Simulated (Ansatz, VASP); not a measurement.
## CeO2: VASP beside Ansatz

```xyz
3
Lattice="0.0000 2.7046 2.7046 2.7046 0.0000 2.7046 2.7046 2.7046 0.0000" Properties=species:S:1:pos:R:3 pbc="T T T"
Ce    0.0000    0.0000    0.0000
O     1.3523    1.3523    1.3523
O     4.0569    4.0569    4.0569
```

Alike in both runs: task single point; functional PBE; k mesh 6 × 6 × 6; no spin polarisation.

|  | VASP | Ansatz |
| --- | --- | --- |
| version | VASP 6.6.1 | Ansatz 0.2.0 |
| potentials or method | VASP PAW PBE potentials, release 64 (Ce, O) | plane waves, PAW |
| plane-wave cutoff (eV) | 520 | 420 |
| occupations | gaussian, width 0.01 eV | fixed |
| valence electrons in the cell | 24 | 24 |

Ansatz gave:

| Quantity | Value |
| --- | --- |
| gap on the k mesh at the Fermi level (eV) | 2.10 |
| pressure (GPa) | 5.7 |

What did VASP give for the same quantities?

gap on the k mesh at the Fermi level (eV): 2.07; pressure (GPa): 5.6.

Neither program's run includes spin-orbit coupling.
